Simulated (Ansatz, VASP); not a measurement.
## One calculation of MgO, two programs

```
Mg O
1.0
     3.12381    0.00000    0.00000
    -1.56190    2.70530    0.00000
     0.00000    0.00000    4.78265
Mg O
2 2
Direct
  0.33333 0.66667 0.98869
  0.66667 0.33333 0.48869
  0.33333 0.66667 0.38631
  0.66667 0.33333 0.88631
```

Change from the starting cell: hydrostatic strain -5.0%.

Alike in both runs: task single point; functional PBE; k mesh 12 × 12 × 6; occupations fermi-dirac, width 0.02 eV; no spin polarisation.

|  | VASP | Ansatz |
| --- | --- | --- |
| version | VASP 6.6.1 | Ansatz 0.2.0 |
| potentials or method | VASP PAW PBE potentials, release 64 (Mg, O) | plane waves, PAW |
| plane-wave cutoff (eV) | 520 | 420 |
| valence electrons in the cell | 16 | 32 |

Ansatz gave:

| Item | Value |
| --- | --- |
| gap on the k mesh at the Fermi level (eV) | 4.45 |
| pressure (GPa) | 31.0 |
| traceless stress, the component that is largest in VASP (GPa) | -4.41 |
| rms of the force components (eV/Å) | 0.007 |

Task: Which values does VASP return?

Result: gap on the k mesh at the Fermi level (eV): 4.43; pressure (GPa): 31.0; traceless stress, the component that is largest in VASP (GPa): -4.47; rms of the force components (eV/Å): 0.006.

Atom by atom the forces differ by 0.001 eV/Å (rms over components). Both programs put the cell under a high pressure, so it lies far from rest at this level. With one functional, cell and mesh, what is left measures potentials, basis and numerics. VASP's potentials hold 16 valence electrons a cell and Ansatz's 32, so a difference there can come from the potentials and not from the codes.
